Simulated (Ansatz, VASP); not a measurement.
# One calculation of YSe, two programs

```
Y Se
1.0
     0.00000    2.87500    2.84625
     2.87500    0.00000    2.84625
     2.87500    2.87500    0.00000
Y Se
1 1
Direct
  0.00000 0.00000 0.00000
  0.50000 0.50000 0.50000
```

Change from the starting cell: zz strain of -1 %.

Alike in both runs: task single point; functional LDA; k mesh 7 × 7 × 7; occupations fermi-dirac, width 0.03 eV; no spin polarisation.

|  | VASP | Ansatz |
| --- | --- | --- |
| version | VASP 6.6.1 | Ansatz 0.2.0 |
| potentials or method | VASP PAW LDA potentials, release 64 (Y_sv, Se), cutoff 520 eV | all-electron LAPW, scalar-relativistic |

VASP gave:

| Quantity | Value |
| --- | --- |
| pressure (GPa) | -3.7 |
| traceless stress, the component that is largest in VASP (GPa) | 1.18 |

**Question.** What did Ansatz give for the same quantities?

**Answer.** Pressure (GPa): -3.9; traceless stress, the component that is largest in VASP (GPa): 1.17.

LDA's correlation is that of Perdew and Zunger in VASP and of Perdew and Wang (1992) in Ansatz. Ansatz ran all-electron here, and VASP with PAW potentials.
